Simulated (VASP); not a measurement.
A run of VASP 6.6.1:

The input INCAR:

```
  PREC = Accurate
  ENCUT = 500
  EDIFF = 1E-6
  ISMEAR = -1
  SIGMA = 0.03
  LREAL = F
  LASPH = T
  NELM = 120
  ALGO = Normal
  ISIF = 2
  LWAVE = F
  LCHARG = F
  GGA = PE
  NBANDS = 17
  GGA_COMPAT = F
```

The input KPOINTS:

```
Automatic mesh
0
Gamma
  4 4 4
```

File POSCAR:

```
PbSe
1.0
    3.7843220000      0.0000000000      0.0000000000
    0.0000000000      3.7843220000      0.0000000000
    0.0000000000      0.0000000000      3.7843220000
Pb Se
1 1
Direct
    0.0000000000      0.0000000000      0.0000000000
    0.5000000000      0.5000000000      0.5000000000
```

Potentials or basis: VASP PAW PBE potentials, release 64 (Pb_d, Se).

Run with:

```sh
$ cat potpaw_PBE.64/Pb_d/POTCAR potpaw_PBE.64/Se/POTCAR > POTCAR
$ mpirun -np 1 vasp_std > vasp.out
```

Hardware: 1 thread of Intel(R) Xeon(R) Platinum 8375C CPU @ 2.90GHz (Ice Lake), on a shared host.

**Question.** How long does it take, and how much memory?

**Answer.** It took 8.6 s on 1 thread of Intel(R) Xeon(R) Platinum 8375C CPU @ 2.90GHz (Ice Lake), with other jobs on the host, peak memory 0.15 GiB. Counts: scf iterations 12, k points 10.
